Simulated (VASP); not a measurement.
Si, 2 atoms in the cell. Symmetry: Fd-3m, No. 227, cubic system. The conventional cell has a = 5.433 Å, b = 5.433 Å, c = 5.433 Å, α = 90.00°, β = 90.00°, γ = 90.00°. Within 3.1 Å of Si (site symmetry -43m) lie 4 Si at 2.35 Å. 

| Property | Result |
| --- | --- |
| Program | VASP 6.6.1 |
| Task | single point |
| Functional | PBE |
| Potentials or basis | VASP PAW PBE potentials, release 64 (Si) |
| Cutoff | 500 eV |
| k mesh | 8 × 8 × 8 |
| Occupations | fermi-dirac, width 0.05 eV |
| Spin | no spin polarisation |
| Dipole correction | no |
| Further INCAR settings | ALGO = Normal; EDIFF = 1e-06; NBANDS = 11 |

Potentials or basis: VASP PAW PBE potentials, release 64 (Si).

Run with:

```console
$ cat potpaw_PBE.64/Si/POTCAR > POTCAR
$ mpirun -np 1 vasp_std > vasp.out
```

Hardware: 1 thread of Intel(R) Xeon(R) Platinum 8488C (Sapphire Rapids), on a shared host.

How long does it take, and how much memory?

It took 10 s on 1 thread of Intel(R) Xeon(R) Platinum 8488C (Sapphire Rapids) (shared host), peak memory 0.15 GiB. Counts: scf iterations 11, k points 29.
